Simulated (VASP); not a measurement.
# LiGa3 (Pm-3m) in VASP: a series of runs

Runs on LiGa3. Level: LDA. Tasks: single point, relaxation of cell and atoms.

Everything below comes from runs of VASP 6.6.1. Logs are shortened: lines on timing, memory, paths and dates and some standing lists are left out, and cuts for length are marked.

## 1. The cell of the first run

The structure is cubic, space group Pm-3m (No. 221). Conventional cell: a = 3.937 Å, b = 3.937 Å, c = 3.937 Å, α = 90.00°, β = 90.00°, γ = 90.00°. Within 3.7 Å of Li (site symmetry m-3m) lie 12 Ga at 2.78 Å. Ga (site symmetry 4/mmm) has 4 Li at 2.78 Å and 8 Ga at 2.78 Å within 3.7 Å.

## 2. Single point, LDA

The input, INCAR:

```
SYSTEM = LiGa3
ALGO = Normal
EDIFF = 1E-7
ENCUT = 520
GGA = CA
ISIF = 2
ISMEAR = 0
LASPH = .TRUE.
LCHARG = .FALSE.
LREAL = .FALSE.
LWAVE = .FALSE.
NBANDS = 29
NELM = 100
PREC = Accurate
SIGMA = 0.1
```

The input, KPOINTS:

```
k-points
0
G
  10 10 10
  0 0 0
```

The input, POSCAR:

```
LiGa3
1.0
    3.9365047715      0.0000000000      0.0000000000
    0.0000000000      3.9365047715      0.0000000000
    0.0000000000      0.0000000000      3.9365047715
Li Ga
1 3
Direct
    0.0000000000      0.0000000000      0.0000000000
    0.5000000000      0.0000000000      0.5000000000
    0.0000000000      0.5000000000      0.5000000000
    0.5000000000      0.5000000000      0.0000000000
```

Potentials or basis: VASP PAW LDA potentials, release 64 (Li_sv, Ga_d).

Started as:

```bash
$ cat potpaw_LDA.64/Li_sv/POTCAR potpaw_LDA.64/Ga_d/POTCAR > POTCAR
$ mpirun -np 1 vasp_std > vasp.out
```

OUTCAR:

```text
SYSTEM = LiGa3
   EDIFF = 1E-7
   ENCUT = 520
   GGA = CA
   ISIF = 2
   ISMEAR = 0
   LASPH = .TRUE.
   LREAL = .FALSE.
   NELM = 100
   PREC = Accurate

 ion  position               nearest neighbor table
   1  0.000  0.000  0.000-
   2  0.500  0.000  0.500-   3 2.78   4 2.78   4 2.78   3 2.78   4 2.78   4 2.78   3 2.78   3 2.78

   3  0.000  0.500  0.500-   2 2.78   4 2.78   4 2.78   2 2.78   2 2.78   4 2.78   4 2.78   2 2.78

   4  0.500  0.500  0.000-   2 2.78   3 2.78   2 2.78   3 2.78   2 2.78   2 2.78   3 2.78   3 2.78

  LATTYP: Found a simple cubic cell.
 ALAT       =     3.9365047715

  Lattice vectors:

 A1 = (   3.9365047715,   0.0000000000,   0.0000000000)
 A2 = (   0.0000000000,   3.9365047715,   0.0000000000)
 A3 = (   0.0000000000,   0.0000000000,   3.9365047715)

Analysis of symmetry for initial positions (statically):
=====================================================================
 Subroutine PRICEL returns:
 Original cell was already a primitive cell.

 Routine SETGRP: Setting up the symmetry group for a
 simple cubic supercell.

 Subroutine GETGRP returns: Found 48 space group operations
 (whereof 48 operations were pure point group operations)
 out of a pool of 48 trial point group operations.

The static configuration has the point symmetry O_h .

Analysis of symmetry for dynamics (positions and initial velocities):
=====================================================================
 Subroutine PRICEL returns:
 Original cell was already a primitive cell.

 Routine SETGRP: Setting up the symmetry group for a
 simple cubic supercell.

 Subroutine GETGRP returns: Found 48 space group operations
 (whereof 48 operations were pure point group operations)
 out of a pool of 48 trial point group operations.

The dynamic configuration has the point symmetry O_h .

 Subroutine INISYM returns: Found 48 space group operations
 (whereof 48 operations are pure point group operations),
 and found     1 'primitive' translations

----------------------------------------------------------------------------------------

                                     Primitive cell

  volume of cell :      61.0004

  direct lattice vectors                    reciprocal lattice vectors
     3.936504772  0.000000000  0.000000000     0.254032462  0.000000000  0.000000000
     0.000000000  3.936504772  0.000000000     0.000000000  0.254032462  0.000000000
     0.000000000  0.000000000  3.936504772     0.000000000  0.000000000  0.254032462

  length of vectors
     3.936504772  3.936504772  3.936504772     0.254032462  0.254032462  0.254032462

  position of ions in fractional coordinates (direct lattice)
     0.000000000  0.000000000  0.000000000
     0.500000000  0.000000000  0.500000000
     0.000000000  0.500000000  0.500000000
     0.500000000  0.500000000  0.000000000

  ion indices of the primitive-cell ions
   primitive index   ion index
                 1           1
                 2           2
                 3           3
                 4           4

----------------------------------------------------------------------------------------

 KPOINTS: k-points

Automatic generation of k-mesh.
 Grid dimensions read from file:
 generate k-points for:   10   10   10

 Generating k-lattice:

  Cartesian coordinates                     Fractional coordinates (reciprocal lattice)
     0.025403246  0.000000000  0.000000000     0.100000000  0.000000000  0.000000000
     0.000000000  0.025403246  0.000000000     0.000000000  0.100000000  0.000000000
     0.000000000  0.000000000  0.025403246     0.000000000  0.000000000  0.100000000

  Length of vectors
     0.025403246  0.025403246  0.025403246

  Shift w.r.t. Gamma in fractional coordinates (k-lattice)
     0.000000000  0.000000000  0.000000000

 Subroutine IBZKPT returns following result:
 ===========================================

 Found     56 irreducible k-points:

 Following reciprocal coordinates:
            Coordinates               Weight
  0.000000  0.000000  0.000000      1.000000
  0.100000  0.000000  0.000000      6.000000
  0.200000  0.000000  0.000000      6.000000
  0.300000  0.000000  0.000000      6.000000
  0.400000  0.000000  0.000000      6.000000
  0.500000  0.000000  0.000000      3.000000
[... 16 lines left out ...]
  0.200000  0.100000  0.100000     24.000000
  0.300000  0.100000  0.100000     24.000000
 [... further k-points ...]
   k-points           NKPTS =     56   k-points in BZ     NKDIM =     56   number of bands    NBANDS=     29
   number of dos      NEDOS =    301   number of ions     NIONS =      4
   total plane-waves  NPLWV =  27000
   dimension x,y,z NGX =    30 NGY =   30 NGZ =   30
   dimension x,y,z NGXF=    60 NGYF=   60 NGZF=   60
   ions per type =               1   3
   NGX,Y,Z   is equivalent  to a cutoff of  12.67, 12.67, 12.67 a.u.
   NGXF,Y,Z  is equivalent  to a cutoff of  25.34, 25.34, 25.34 a.u.
 SYSTEM =  LiGa3
   PREC   = accura    normal or accurate (medium, high low for compatibility)
   ISTART =      0    job   : 0-new  1-cont  2-samecut
   ICHARG =      2    charge: 1-file 2-atom 10-const
   ISPIN  =      1    spin polarized calculation?
   LNONCOLLINEAR =      F non collinear calculations
   LSORBIT =      F    spin-orbit coupling
   LASPH  =      T    aspherical Exc in radial PAW
   ENCUT  =  520.0 eV  38.22 Ry    6.18 a.u.   7.32  7.32  7.32*2*pi/ulx,y,z
   NELM   =    100;   NELMIN=  2; NELMDL= -5     # of ELM steps
   EDIFF  = 0.1E-06   stopping-criterion for ELM
   LREAL  =      F    real-space projection
   EDIFFG = 0.1E-05   stopping-criterion for IOM
   NSW    =      0    number of steps for IOM
   IBRION =     -1    ionic relax: 0-MD 1-quasi-New 2-CG
   NFREE  =      0    steps in history (QN), initial steepest desc. (CG)
   ISIF   =      2    stress and relaxation
   ISYM   =      2    0-nonsym 1-usesym 2-fastsym
   POTIM  = 0.5000    time-step for ionic-motion
   TEBEG  =    0.0;   TEEND  =   0.0 temperature during run
   PSTRESS=    0.0 pullay stress
   NELECT =      42.0000    total number of electrons
   NUPDOWN=      -1.0000    fix difference up-down
   EMIN   =  10.00;   EMAX   =-10.00  energy-range for DOS
   EFERMI =   0.00;   METHOD = LEGACY
   ISMEAR =     0;   SIGMA  =   0.10  broadening in eV -4-tet -1-fermi 0-gaus
   EFERMI_NEDOS =   21; number of points for ismear=-14 and -15
   IALGO  =     38    algorithm
   IMIX   =      4    mixing-type and parameters
     AMIX     =   0.40;   BMIX     =  1.00
     AMIX_MAG =   1.60;   BMIX_MAG =  1.00
  volume/ion in A,a.u.               =      15.25       102.91
  Fermi-wavevector in a.u.,A,eV,Ry     =   1.445597  2.731782 28.432772  2.089750
  Thomas-Fermi vector in A             =   2.563761
   LORBIT       =      0    0 simple, 1 ext, 2 COOP (PROOUT), +10 PAW based schemes
   GGA     = CA    functional components
   LHFCALC =     F    Hartree Fock is set to
   AEXX    =    0.0000 exact exchange contribution
   IVDW    =     0    specifies the selected vdW correction
   LEPSILON=     F    determine dielectric tensor
   LRPA    =     F    only Hartree local field effects (RPA)
 non-spin polarized calculation
 Gauss-broadening in eV      SIGMA  =   0.10
  energy-cutoff  :      520.00
  volume of cell :       61.00
 maximum number of plane-waves:      1657
 NGX is ok and might be reduce to    30
   NGX = 15   NGY = 15   NGZ = 15

 number of electron      41.9999961 magnetization

 Free energy of the ion-electron system (eV)
  ---------------------------------------------------
  ext. energy  EPLUGINS =         0.00000000
  ---------------------------------------------------
  free energy    TOTEN  =       -13.69210530 eV

  energy without entropy =      -13.68544409  energy(sigma->0) =      -13.68877470

 E-fermi :   5.9330     XC(G=0): -11.3978

 val. band max:        5.9316302749   @ k =   0.3000   0.2000   0.2000
 cond. band min:       5.9613489596   @ k =   0.5000   0.1000   0.0000
 fundamental gap:      0.0297186847
 Fermi energy:         5.9329791537

 k-point     1 :       0.0000    0.0000    0.0000
  band No.  band energies     occupation
      1     -39.5504      2.00000
      2      -9.4876      2.00000
      3      -9.4508      2.00000
      4      -9.4508      2.00000
      5      -9.4508      2.00000
      6      -9.3022      2.00000
[... 21 lines left out ...]
     28      13.1730      0.00000
     29      13.1730      0.00000

 k-point     2 :       0.1000    0.0000    0.0000
  band No.  band energies     occupation
      1     -39.5504      2.00000
      2      -9.4762      2.00000
      3      -9.4480      2.00000
      4      -9.4393      2.00000
      5      -9.4393      2.00000
      6      -9.2997      2.00000
[... 21 lines left out ...]
     28      12.9647      0.00000
     29      12.9647      0.00000

 k-point     3 :       0.2000    0.0000    0.0000
  band No.  band energies     occupation
      1     -39.5503      2.00000
      2      -9.4444      2.00000
      3      -9.4404      2.00000
      4      -9.4056      2.00000
      5      -9.4056      2.00000
      6      -9.2930      2.00000
[... 21 lines left out ...]
     28      13.1440      0.00000
     29      13.1440      0.00000

 k-point     4 :       0.3000    0.0000    0.0000
  band No.  band energies     occupation
      1     -39.5501      2.00000
      2      -9.4306      2.00000
      3      -9.4000      2.00000
      4      -9.3522      2.00000
      5      -9.3522      2.00000
      6      -9.2831      2.00000
[... 21 lines left out ...]
     28      13.6148      0.00000
     29      13.6148      0.00000

 k-point     5 :       0.4000    0.0000    0.0000
  band No.  band energies     occupation
      1     -39.5500      2.00000
      2      -9.4222      2.00000
      3      -9.3582      2.00000
      4      -9.2852      2.00000
      5      -9.2852      2.00000
      6      -9.2695      2.00000
[... 21 lines left out ...]
     28      14.2513      0.00000
     29      14.5290      0.00000
[... 510 lines left out ...]
     28      14.0975      0.00000
     29      16.9560      0.00000

 k-point    22 :       0.1000    0.1000    0.1000
  band No.  band energies     occupation
      1     -39.5503      2.00000
      2      -9.4588      2.00000
      3      -9.4308      2.00000
      4      -9.4220      2.00000
      5      -9.4220      2.00000
      6      -9.2836      2.00000
[... 21 lines left out ...]
     28      13.2745      0.00000
     29      13.2745      0.00000

 k-point    23 :       0.2000    0.1000    0.1000
  band No.  band energies     occupation
      1     -39.5502      2.00000
      2      -9.4385      2.00000
      3      -9.4149      2.00000
      4      -9.3931      2.00000
      5      -9.3901      2.00000
      6      -9.2765      2.00000
[... 21 lines left out ...]
     28      13.0640      0.00000
     29      13.3963      0.00000

 k-point    24 :       0.3000    0.1000    0.1000
  band No.  band energies     occupation
      1     -39.5500      2.00000
      2      -9.4181      2.00000
      3      -9.3857      2.00000
      4      -9.3466      2.00000
      5      -9.3392      2.00000
      6      -9.2667      2.00000
[... 21 lines left out ...]
     28      12.9320      0.00000
     29      13.8290      0.00000

 [... further k-points ...]

------------------------ aborting loop because EDIFF is reached ----------------------------------------

  FORCE on cell =-STRESS in cart. coord.  units (eV):
  Direction    XX          YY          ZZ          XY          YZ          ZX
  --------------------------------------------------------------------------------------
  -------------------------------------------------------------------------------------
  Total        0.0290893      0.0290893      0.0290893     -0.0000000     -0.0000000      0.0000000
  in kB        0.7640331      0.7640331      0.7640331     -0.0000000     -0.0000000      0.0000000
  external PRESSURE =       0.7640331 kB  Pullay stress =       0.0000000 kB

 VOLUME and BASIS-vectors are now :
 -----------------------------------------------------------------------------
  energy-cutoff  :      520.00
  volume of cell :       61.00
      direct lattice vectors                 reciprocal lattice vectors
     3.936504772  0.000000000  0.000000000     0.254032462  0.000000000  0.000000000
     0.000000000  3.936504772  0.000000000     0.000000000  0.254032462  0.000000000
     0.000000000  0.000000000  3.936504772     0.000000000  0.000000000  0.254032462

 POSITION                                       TOTAL-FORCE (eV/Angst)
 -----------------------------------------------------------------------------------
      0.00000      0.00000      0.00000         0.000000      0.000000      0.000000
      1.96825      0.00000      1.96825         0.000000      0.000000      0.000000
      0.00000      1.96825      1.96825         0.000000      0.000000      0.000000
      1.96825      1.96825      0.00000         0.000000      0.000000      0.000000
 -----------------------------------------------------------------------------------
    total drift:                                0.000000      0.000000     -0.000000

  FREE ENERGIE OF THE ION-ELECTRON SYSTEM (eV)
  ---------------------------------------------------
  free  energy   TOTEN  =       -13.6921053006 eV

  energy  without entropy=      -13.6854440929  energy(sigma->0) =      -13.68877470
```

Wall time 34 s (1 thread of Intel Xeon 6975P-C (Granite Rapids), shared host); peak memory 0.2 GiB.

What came out:

- Free energy: -13.6921 eV
- Band gap on the k mesh: zero (bands 21 and 22 overlap by 6.08 eV)

Caveat: the cutoff is under 1.25 times the usual one of these potentials, so pressure, stress and relaxed cells hold a basis-set (Pulay) error.

(Continued in part 2 of 3.)
